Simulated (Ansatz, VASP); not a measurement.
C in VASP and in Ansatz

```
C
1.0
     1.78582    1.78582    0.00000
    -1.78582    1.78582    0.00000
     0.00000    0.00000    3.57164
C
4
Direct
  0.25000 0.50000 0.37500
  0.75000 0.00000 0.87500
  0.25000 0.00000 0.12500
  0.75000 0.50000 0.62500
```

Alike in both runs: task single point; functional PBE; k mesh 12 × 12 × 8; occupations fermi-dirac, width 0.02 eV; no spin polarisation.

|  | VASP | Ansatz |
| --- | --- | --- |
| version | VASP 6.6.1 | Ansatz 0.2.0 |
| potentials or method | VASP PAW PBE potentials, release 64 (C), cutoff 520 eV | all-electron LAPW, scalar-relativistic |

VASP gave:

* gap on the k mesh at the Fermi level (eV): 4.12
* pressure (GPa): 0.6

Question: What did Ansatz give for the same quantities?

Answer: gap on the k mesh at the Fermi level (eV): 4.13; pressure (GPa): 0.0.

Ansatz ran all-electron here, and VASP with PAW potentials.
